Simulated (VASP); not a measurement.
# MoS2 (R3m) in VASP: further runs

MoS2 is run at these levels: PBEsol; tasks: electric field gradients.

Everything below comes from runs of VASP 6.6.1. Logs are shortened: lines on timing, memory, paths and dates and some standing lists are left out, and cuts for length are marked.

### Step 1. The cell of the first run

Symmetry: R3m, No. 160, trigonal system. Conventional cell: a = 3.184 Å, b = 3.184 Å, c = 18.492 Å, α = 90.00°, β = 90.00°, γ = 120.00°. Within 3.2 Å of Mo (site symmetry 3m) lie 6 S at 2.38 Å and 6 Mo at 3.18 Å. S (site symmetry 3m) has 3 Mo at 2.38 Å and 7 S at 3.02 to 3.18 Å within 3.2 Å. Within 3.2 Å of S (site symmetry 3m) lie 3 Mo at 2.38 Å and 7 S at 3.02 to 3.18 Å.

### Step 2. Electric field gradients, PBEsol (18.04 Å³/atom)

INCAR reads:

```
PREC = Accurate
ENCUT = 520
EDIFF = 1E-8
ISMEAR = -1
SIGMA = 0.05
LREAL = F
LASPH = T
NELM = 100
ALGO = Normal
ISIF = 2
LWAVE = F
LCHARG = F
GGA = PS
LEFG = T
NBANDS = 20
```

KPOINTS reads:

```
regular mesh
0
Gamma
  13 13 13
```

POSCAR reads:

```
MoS2
1.0
    1.5919741743      0.9191267181      6.1638830361
   -1.5919741743      0.9191267181      6.1638830361
    0.0000000000     -1.8382534361      6.1638830361
Mo S
1 2
Direct
    0.0000000000      0.0000000000      0.0000000000
    0.7484000000      0.7484000000      0.7484000000
    0.5849000000      0.5849000000      0.5849000000
```

Potentials or basis: VASP PAW PBE potentials, release 64 (Mo_sv, S).

Command:

```console
$ cat potpaw_PBE.64/Mo_sv/POTCAR potpaw_PBE.64/S/POTCAR > POTCAR
$ mpirun -np 1 vasp_std > vasp.out
```

OUTCAR:

```text
PREC = Accurate
   ENCUT = 520
   EDIFF = 1E-8
   ISMEAR = -1
   LREAL = F
   LASPH = T
   NELM = 100
   ISIF = 2
   GGA = PS

 ion  position               nearest neighbor table
   1  0.000  0.000  0.000-   2 2.38   2 2.38   2 2.38   3 2.38   3 2.38   3 2.38
   2  0.748  0.748  0.748-   1 2.38   1 2.38   1 2.38
   3  0.585  0.585  0.585-   1 2.38   1 2.38   1 2.38

  LATTYP: Found a trigonal (rhomboedric) cell.
 ALAT       =     6.4321559199
 COS(alpha) =     0.8774851014

  Lattice vectors:

 A1 = (   1.5919741743,   0.9191267181,   6.1638830361)
 A2 = (  -1.5919741743,   0.9191267181,   6.1638830361)
 A3 = (   0.0000000000,  -1.8382534361,   6.1638830361)

Analysis of symmetry for initial positions (statically):
=====================================================================
 Subroutine PRICEL returns:
 Original cell was already a primitive cell.

 Routine SETGRP: Setting up the symmetry group for a
 trigonal (rhombohedral) supercell.

 Subroutine GETGRP returns: Found  6 space group operations
 (whereof  6 operations were pure point group operations)
 out of a pool of 12 trial point group operations.

The static configuration has the point symmetry C_3v.

Analysis of symmetry for dynamics (positions and initial velocities):
=====================================================================
 Subroutine PRICEL returns:
 Original cell was already a primitive cell.

 Routine SETGRP: Setting up the symmetry group for a
 trigonal (rhombohedral) supercell.

 Subroutine GETGRP returns: Found  6 space group operations
 (whereof  6 operations were pure point group operations)
 out of a pool of 12 trial point group operations.

The dynamic configuration has the point symmetry C_3v.

 Subroutine INISYM returns: Found  6 space group operations
 (whereof  6 operations are pure point group operations),
 and found     1 'primitive' translations

----------------------------------------------------------------------------------------

                                     Primitive cell

  volume of cell :      54.1149

  direct lattice vectors                    reciprocal lattice vectors
     1.591974174  0.919126718  6.163883036     0.314075447  0.181331544  0.054078465
    -1.591974174  0.919126718  6.163883036    -0.314075447  0.181331544  0.054078465
     0.000000000 -1.838253436  6.163883036     0.000000000 -0.362663087  0.054078465

  length of vectors
     6.432155920  6.432155920  6.432155920     0.366672872  0.366672872  0.366672872

  position of ions in fractional coordinates (direct lattice)
     0.000000000  0.000000000  0.000000000
     0.748400000  0.748400000  0.748400000
     0.584900000  0.584900000  0.584900000

  ion indices of the primitive-cell ions
   primitive index   ion index
                 1           1
                 2           2
                 3           3

----------------------------------------------------------------------------------------

 KPOINTS: regular mesh

Automatic generation of k-mesh.
 Grid dimensions read from file:
 generate k-points for:   13   13   13

 Generating k-lattice:

  Cartesian coordinates                     Fractional coordinates (reciprocal lattice)
     0.024159650  0.013948580  0.004159882     0.076923077  0.000000000  0.000000000
    -0.024159650  0.013948580  0.004159882     0.000000000  0.076923077  0.000000000
     0.000000000 -0.027897161  0.004159882     0.000000000  0.000000000  0.076923077

  Length of vectors
     0.028205606  0.028205606  0.028205606

  Shift w.r.t. Gamma in fractional coordinates (k-lattice)
     0.000000000  0.000000000  0.000000000

 Subroutine IBZKPT returns following result:
 ===========================================

 Found    231 irreducible k-points:

 Following reciprocal coordinates:
            Coordinates               Weight
  0.000000  0.000000  0.000000      1.000000
  0.076923 -0.000000 -0.000000      6.000000
  0.153846 -0.000000  0.000000      6.000000
  0.230769 -0.000000  0.000000      6.000000
  0.307692 -0.000000  0.000000      6.000000
  0.384615  0.000000  0.000000      6.000000
[... 16 lines left out ...]
  0.384615  0.153846  0.000000     12.000000
  0.461538  0.153846  0.000000     12.000000
 [... further k-points ...]
   k-points           NKPTS =    231   k-points in BZ     NKDIM =    231   number of bands    NBANDS=     20
   number of dos      NEDOS =    301   number of ions     NIONS =      3
   total plane-waves  NPLWV = 110592
   dimension x,y,z NGX =    48 NGY =   48 NGZ =   48
   dimension x,y,z NGXF=    96 NGYF=   96 NGZF=   96
   ions per type =               1   2
   NGX,Y,Z   is equivalent  to a cutoff of  12.41, 12.41, 12.41 a.u.
   NGXF,Y,Z  is equivalent  to a cutoff of  24.81, 24.81, 24.81 a.u.
 SYSTEM =  unknown system
   PREC   = accura    normal or accurate (medium, high low for compatibility)
   ISTART =      0    job   : 0-new  1-cont  2-samecut
   ICHARG =      2    charge: 1-file 2-atom 10-const
   ISPIN  =      1    spin polarized calculation?
   LNONCOLLINEAR =      F non collinear calculations
   LSORBIT =      F    spin-orbit coupling
   LASPH  =      T    aspherical Exc in radial PAW
   ENCUT  =  520.0 eV  38.22 Ry    6.18 a.u.  11.96 11.96 11.96*2*pi/ulx,y,z
   NELM   =    100;   NELMIN=  2; NELMDL= -5     # of ELM steps
   EDIFF  = 0.1E-07   stopping-criterion for ELM
   LREAL  =      F    real-space projection
   EDIFFG = 0.1E-06   stopping-criterion for IOM
   NSW    =      0    number of steps for IOM
   IBRION =     -1    ionic relax: 0-MD 1-quasi-New 2-CG
   NFREE  =      0    steps in history (QN), initial steepest desc. (CG)
   ISIF   =      2    stress and relaxation
   ISYM   =      2    0-nonsym 1-usesym 2-fastsym
   POTIM  = 0.5000    time-step for ionic-motion
   TEBEG  =    0.0;   TEEND  =   0.0 temperature during run
   PSTRESS=    0.0 pullay stress
   NELECT =      26.0000    total number of electrons
   NUPDOWN=      -1.0000    fix difference up-down
   EMIN   =  10.00;   EMAX   =-10.00  energy-range for DOS
   EFERMI =   0.00;   METHOD = LEGACY
   ISMEAR =    -1;   SIGMA  =   0.05  broadening in eV -4-tet -1-fermi 0-gaus
   EFERMI_NEDOS =   21; number of points for ismear=-14 and -15
   IALGO  =     38    algorithm
   IMIX   =      4    mixing-type and parameters
     AMIX     =   0.40;   BMIX     =  1.00
     AMIX_MAG =   1.60;   BMIX_MAG =  1.00
  volume/ion in A,a.u.               =      18.04       121.73
  Fermi-wavevector in a.u.,A,eV,Ry     =   1.282213  2.423032 22.368942  1.644071
  Thomas-Fermi vector in A             =   2.414538
   LORBIT       =      0    0 simple, 1 ext, 2 COOP (PROOUT), +10 PAW based schemes
   GGA     = PS    functional components
   LHFCALC =     F    Hartree Fock is set to
   AEXX    =    0.0000 exact exchange contribution
   IVDW    =     0    specifies the selected vdW correction
   LEPSILON=     F    determine dielectric tensor
   LRPA    =     F    only Hartree local field effects (RPA)
 non-spin polarized calculation
  energy-cutoff  :      520.00
  volume of cell :       54.11
 maximum number of plane-waves:      1476
   NGX = 23   NGY = 23   NGZ = 23

 number of electron      26.0000000 magnetization

 Free energy of the ion-electron system (eV)
  ---------------------------------------------------
  ext. energy  EPLUGINS =         0.00000000
  ---------------------------------------------------
  free energy    TOTEN  =       -23.41469352 eV

  energy without entropy =      -23.41468659  energy(sigma->0) =      -23.41469005

 E-fermi :   7.7554     XC(G=0): -10.8778

 val. band max:        7.4572081982   @ k =   0.4615   0.4615   0.4615
 cond. band min:       8.2023474038   @ k =  -0.3077   0.3077   0.0000
 fundamental gap:      0.7451392056
 Fermi energy:         7.7554280602

 k-point     1 :       0.0000    0.0000    0.0000
  band No.  band energies     occupation
      1     -54.1294      2.00000
      2     -28.3225      2.00000
      3     -28.1207      2.00000
      4     -28.1207      2.00000
      5      -7.7470      2.00000
      6      -5.9541      2.00000
[... 12 lines left out ...]
     19      15.3508      0.00000
     20      15.5371      0.00000

 k-point     2 :       0.0769   -0.0000   -0.0000
  band No.  band energies     occupation
      1     -54.1272      2.00000
      2     -28.3180      2.00000
      3     -28.1436      2.00000
      4     -28.1259      2.00000
      5      -7.6556      2.00000
      6      -5.9292      2.00000
[... 12 lines left out ...]
     19      15.5985      0.00000
     20      15.7711      0.00000

 k-point     3 :       0.1538   -0.0000    0.0000
  band No.  band energies     occupation
      1     -54.1211      2.00000
      2     -28.3054      2.00000
      3     -28.2066      2.00000
      4     -28.1401      2.00000
      5      -7.3937      2.00000
      6      -5.8576      2.00000
[... 12 lines left out ...]
     19      15.7275      0.00000
     20      16.4026      0.00000

 k-point     4 :       0.2308   -0.0000    0.0000
  band No.  band energies     occupation
      1     -54.1124      2.00000
      2     -28.2944      2.00000
      3     -28.2877      2.00000
      4     -28.1602      2.00000
      5      -6.9980      2.00000
      6      -5.7495      2.00000
[... 12 lines left out ...]
     19      15.7219      0.00000
     20      16.2440      0.00000

 k-point     5 :       0.3077   -0.0000    0.0000
  band No.  band energies     occupation
      1     -54.1032      2.00000
      2     -28.3863      2.00000
      3     -28.2688      2.00000
      4     -28.1814      2.00000
      5      -6.5334      2.00000
      6      -5.6246      2.00000
[... 12 lines left out ...]
     19      14.8628      0.00000
     20      15.4278      0.00000
[... 353 lines left out ...]
      6      -5.8215      2.00000
[... 12 lines left out ...]
     19      15.9473      0.00000
     20      16.1582      0.00000

 k-point    22 :       0.3077    0.1538    0.0000
  band No.  band energies     occupation
      1     -54.1080      2.00000
      2     -28.3253      2.00000
      3     -28.2786      2.00000
      4     -28.1845      2.00000
      5      -6.7592      2.00000
      6      -5.7215      2.00000
[... 12 lines left out ...]
     19      15.8165      0.00000
     20      16.2727      0.00000

 k-point    23 :       0.3846    0.1538    0.0000
  band No.  band energies     occupation
      1     -54.0998      2.00000
      2     -28.3931      2.00000
      3     -28.2619      2.00000
      4     -28.2169      2.00000
      5      -6.3296      2.00000
      6      -5.5976      2.00000
[... 12 lines left out ...]
     19      15.3334      0.00000
     20      15.9872      0.00000

 k-point    24 :       0.4615    0.1538    0.0000
  band No.  band energies     occupation
      1     -54.0930      2.00000
      2     -28.4477      2.00000
      3     -28.2479      2.00000
      4     -28.2446      2.00000
      5      -5.9372      2.00000
      6      -5.4789      2.00000
[... 12 lines left out ...]
     19      15.2608      0.00000
     20      15.8067      0.00000

 [... further k-points ...]

------------------------ aborting loop because EDIFF is reached ----------------------------------------

  FORCE on cell =-STRESS in cart. coord.  units (eV):
  Direction    XX          YY          ZZ          XY          YZ          ZX
  --------------------------------------------------------------------------------------
  -------------------------------------------------------------------------------------
  Total       -0.4691517     -0.4691517      1.9605464      0.0000000      0.0000000      0.0000000
  in kB      -13.8901459    -13.8901459     58.0457806      0.0000000      0.0000000      0.0000000
  external PRESSURE =      10.0884963 kB  Pullay stress =       0.0000000 kB

 VOLUME and BASIS-vectors are now :
 -----------------------------------------------------------------------------
  energy-cutoff  :      520.00
  volume of cell :       54.11
      direct lattice vectors                 reciprocal lattice vectors
     1.591974174  0.919126718  6.163883036     0.314075447  0.181331544  0.054078465
    -1.591974174  0.919126718  6.163883036    -0.314075447  0.181331544  0.054078465
     0.000000000 -1.838253436  6.163883036     0.000000000 -0.362663087  0.054078465

 POSITION                                       TOTAL-FORCE (eV/Angst)
 -----------------------------------------------------------------------------------
      0.00000      0.00000      0.00000         0.000000     -0.000000     -0.003360
      0.00000      0.00000     13.83915         0.000000      0.000000      0.651078
      0.00000      0.00000     10.81577         0.000000     -0.000000     -0.647718
 -----------------------------------------------------------------------------------
    total drift:                                0.000000      0.000000      0.000066

  FREE ENERGIE OF THE ION-ELECTRON SYSTEM (eV)
  ---------------------------------------------------
  free  energy   TOTEN  =       -23.4146935167 eV

  energy  without entropy=      -23.4146865868  energy(sigma->0) =      -23.41469005

 Electric field gradients (V/A^2)
---------------------------------------------------------------------
 ion       V_xx      V_yy      V_zz      V_xy      V_xz      V_yz
---------------------------------------------------------------------
   1      45.646    45.646   -91.292     0.000    -0.000    -0.000
   2      30.812    30.812   -61.624     0.000    -0.000    -0.000
   3      30.163    30.163   -60.325     0.000     0.000    -0.000
---------------------------------------------------------------------

 Electric field gradients after diagonalization (V/A^2)
 (convention: |V_zz| > |V_xx| > |V_yy|)
----------------------------------------------------------------------
 ion       V_xx      V_yy      V_zz     asymmetry (V_yy - V_xx)/ V_zz
----------------------------------------------------------------------
   1      45.646    45.646   -91.292       0.000
   2      30.812    30.812   -61.624       0.000
   3      30.163    30.163   -60.325       0.000
----------------------------------------------------------------------

           NMR quadrupolar parameters

 Cq : quadrupolar parameter    Cq=e*Q*V_zz/h
 eta: asymmetry parameters     (V_yy - V_xx)/ V_zz
 Q  : nuclear electric quadrupole moment in mb (millibarn)
----------------------------------------------------------------------
 ion       Cq(MHz)       eta       Q (mb)
----------------------------------------------------------------------
   1      -0.221       0.000       1.000
   2      -0.149       0.000       1.000
   3      -0.146       0.000       1.000
----------------------------------------------------------------------
```

Run time: 7.8 min. Hardware: 1 thread of Intel Xeon Platinum 8488C (Sapphire Rapids), shared host; peak memory 0.47 GiB.

What came out:

```
Free energy                             : -23.4147 eV
Pressure                                : 1.0 GPa
Largest force                           : 0.651 eV/Å
Band gap on the k mesh                  : 0.75 eV (least direct gap 1.77 eV)
Largest electric field gradient by atom : Mo -91.3; S -61.6, -60.3 V/Å²
```

Forces on the atoms (eV/Å):
```
Mo   0.000  0.000 -0.003
S    0.000  0.000  0.651
S    0.000  0.000 -0.648
```

Stress tensor (GPa, compression positive):
```
-1.39  0.00  0.00
 0.00 -1.39  0.00
 0.00  0.00  5.80
```

Levels at points of the mesh, in eV from the valence-band top:
| k point | band 11 | band 12 | band 13 | band 14 | band 15 | band 16 |
| --- | --- | --- | --- | --- | --- | --- |
| (0.00, 0.00, 0.00) | -2.58 | -1.29 | -1.13 | 1.89 | 1.89 | 2.39 |

Electric field gradients, principal values (V/Å²):
```tsv
atom	least	middle	greatest (by size)
1 Mo	45.646	45.646	-91.292
2 S	30.812	30.812	-61.624
3 S	30.163	30.163	-60.325
```

Caveat: the stress differs along the axes, from -1 to 6 GPa; without QUAD_EFG the Cq values of the log hold for a quadrupole moment of 1 mb, not for the nuclei; the PAW data sets were made with another functional, which shifts forces and pressure a little. A k mesh can miss the band edges.

(Continued in part 2 of 2.)
